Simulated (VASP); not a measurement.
Input of a VASP 6.6.1 run:

INCAR

```
PREC = Accurate ; ENCUT = 520
EDIFF = 1E-7 ; ISMEAR = 0
SIGMA = 0.1 ; LREAL = False
LASPH = True ; NELM = 60
ALGO = Normal ; ISIF = 2
LWAVE = False ; LCHARG = False
GGA = PE ; NBANDS = 47
```

The input KPOINTS:

```
Automatic mesh
0
Gamma
  12 12 4
```

POSCAR

```
LaLu2N3
1.0
    3.4827847110      0.0000000000      0.0000000000
   -1.7413923555      3.0161800356      0.0000000000
    0.0000000000      0.0000000000      8.6265336792
La Lu N
1 2 3
Direct
    0.0000000000      0.0000000000      0.0000000000
    0.6666666667      0.3333333333      0.6569186932
    0.3333333333      0.6666666667      0.3430813068
    0.0000000000      0.0000000000      0.5000000000
    0.6666666667      0.3333333333      0.1869286393
    0.3333333333      0.6666666667      0.8130713607
```

Potentials or basis: VASP PAW PBE potentials, release 64 (La, Lu, N).

Run with:

```console
$ cat potpaw_PBE.64/La/POTCAR potpaw_PBE.64/Lu/POTCAR potpaw_PBE.64/N/POTCAR > POTCAR
$ mpirun -np 1 vasp_std > vasp.out
```

Task: What does it give for the pressure?

Result: 0.4 GPa.

Task: Predict the largest force.

Result: 0.057 eV/Å.

Task: Estimate the band gap on the k mesh.

Result: Zero (filled and empty bands overlap).

Stress tensor (GPa, compression positive):
```
0.40 0.00 0.00
0.00 0.40 0.00
0.00 0.00 0.29
```

Caveat: spin-orbit coupling is left out, which moves the levels of the heavy elements.
